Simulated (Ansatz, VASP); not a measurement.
## SiW6 in VASP and in Ansatz

Contents of INCAR:

```
SYSTEM = SiW6
ALGO = Normal ; DIPOL = 0.5 0.5 0.318
EDIFF = 1E-7 ; ENCUT = 520
GGA = PE ; IDIPOL = 3
ISIF = 2 ; ISMEAR = 0
IVDW = 12 ; LASPH = .TRUE.
LCHARG = .TRUE. ; LDIPOL = .TRUE.
LELF = .TRUE. ; LREAL = .FALSE.
LVACPOTAV = .TRUE. ; LVHAR = .TRUE.
LWAVE = .FALSE. ; NBANDS = 53
NELM = 60 ; PREC = Accurate
SIGMA = 0.1
```

File KPOINTS:

```
k-points
0
G
  6 6 1
  0 0 0
```

Contents of POSCAR:

```
SiW6
1.0
    4.4682526324      0.0000000000      0.0000000000
   -2.2341263162      3.8696202902      0.0000000000
    0.0000000000      0.0000000000     21.7259061349
W Si
6 1
Direct
    0.6666666667      0.3333333333      0.1841119986
    0.3333333333      0.6666666667      0.2260931360
    0.0000000000      0.0000000000      0.2680742733
    0.6666666667      0.3333333333      0.3070897866
    0.3333333333      0.6666666667      0.3466976876
    0.0000000000      0.0000000000      0.3832248047
    0.8888888889      0.2222222222      0.5121032037
```

Input for Ansatz:

```yaml
crystal:
  lattice:
    - [4.4682526324, 0.0, 0.0]
    - [-2.2341263162, 3.8696202902, 0.0]
    - [0.0, 0.0, 21.7259061349]
  atoms:
    - { symbol: W, position: [0.6666666667, 0.3333333333, 0.1841119986] }
    - { symbol: W, position: [0.3333333333, 0.6666666667, 0.226093136] }
    - { symbol: W, position: [0.0, 0.0, 0.2680742733] }
    - { symbol: W, position: [0.6666666667, 0.3333333333, 0.3070897866] }
    - { symbol: W, position: [0.3333333333, 0.6666666667, 0.3466976876] }
    - { symbol: W, position: [0.0, 0.0, 0.3832248047] }
    - { symbol: Si, position: [0.8888888889, 0.2222222222, 0.5121032037] }
basis:
  ecutwfc: 420
kpoints:
  mp_grid: { grid: [6, 6, 1] }
hamiltonian:
  xc: pbe
  pseudopotentials: { kind: paw, azcp: { folder: soft_1 } }
  dispersion: d3bj
scf:
  occupations: { method: gaussian, width: 0.1 }
output:
  forces: true
  eigenvalues: true
  write_density: true
  write_potential: true
  elf: true
  volumetric_format: npy
efield:
  axis: 3
  dipole_correction: true
  ramp_width: 0.04
```

Alike in both runs: task single point; functional PBE; dispersion D3(BJ); k mesh 6 × 6 × 1; occupations gaussian, width 0.1 eV; no spin polarisation.

|  | VASP | Ansatz |
| --- | --- | --- |
| version | VASP 6.6.1 | Ansatz 0.2.0 |
| potentials or method | VASP PAW PBE potentials, release 64 (W_sv, Si), cutoff 520 eV | scalar-relativistic, plane waves, PAW |
| valence electrons in the cell | 88 | 88 |

Ansatz gave:

```
gap on the k mesh at the Fermi level (eV)  : none
rms of the force components (eV/Å)         : 0.895
work function, face that differs most (eV) : 3.86
```

Question: Which values does VASP return?

Answer: gap on the k mesh at the Fermi level (eV): none; rms of the force components (eV/Å): 0.905; work function, face that differs most (eV): 3.87.

Atom by atom the forces differ by 0.021 eV/Å (rms over components). A gap of «none» marks a metal or a gap that the smearing closes. Ansatz's warnings: xc potential rough in thin density.

Spin-orbit coupling is off throughout.
